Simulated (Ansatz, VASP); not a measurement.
**Two plane-wave programs on Tl**

File INCAR:

```
  ALGO = Normal
  EDIFF = 1E-6
  ENCUT = 520
  GGA = PS
  ISIF = 2
  ISMEAR = -1
  LASPH = True
  LCHARG = True
  LELF = True
  LREAL = False
  LVHAR = True
  LWAVE = False
  NBANDS = 12
  NELM = 60
  PREC = Accurate
  SIGMA = 0.1
```

File KPOINTS:

```
k-points
0
Gamma
  11 11 11
```

Contents of POSCAR:

```
Tl
1.0
    3.0533865904      0.0000000000      0.0000000000
    0.0000000000      3.0533865904      0.0000000000
    0.0000000000      0.0000000000      3.0533865904
Tl
1
Direct
    0.0000000000      0.0000000000      0.0000000000
```

Input for Ansatz:

```yaml
crystal:
  lattice:
    - [3.0533865904, 0.0, 0.0]
    - [0.0, 3.0533865904, 0.0]
    - [0.0, 0.0, 3.0533865904]
  atoms:
    - { symbol: Tl, position: [0.0, 0.0, 0.0] }
hamiltonian:
  xc: pbesol
  pseudopotentials:
    kind: paw
    azcp:
      Tl: "pseudopotentials/Tl.paw.azcp"
basis:
  ecutwfc: 420
  fft_grid_basis: typed
kpoints:
  mp_grid: { grid: [11, 11, 11], shift: [0, 0, 0] }
magnetization:
  spin_polarized: false
scf:
  occupations: { method: fermi_dirac, width: 0.1 }
  lower_state_search: "off"
output:
  stress: true
```

Alike in both runs: task single point; functional PBEsol; k mesh 11 × 11 × 11; occupations fermi-dirac, width 0.1 eV; no spin polarisation.

```csv
,VASP,Ansatz
version,VASP 6.6.1,Ansatz 0.2.0
potentials or method,"VASP PAW PBE potentials, release 64 (Tl_d), cutoff 520 eV","plane waves (420 eV) with PAW, scalar-relativistic"
valence electrons in the cell,13,13
```

```tsv
	VASP	Ansatz	Ansatz less VASP
pressure (GPa)	3.5	3.5	+0.04
```

VASP's potentials were made for PBE, not for PBEsol, and Ansatz warns of the same on its side. With one functional, cell and mesh, what is left measures potentials, basis and numerics.

Spin-orbit coupling is off throughout.
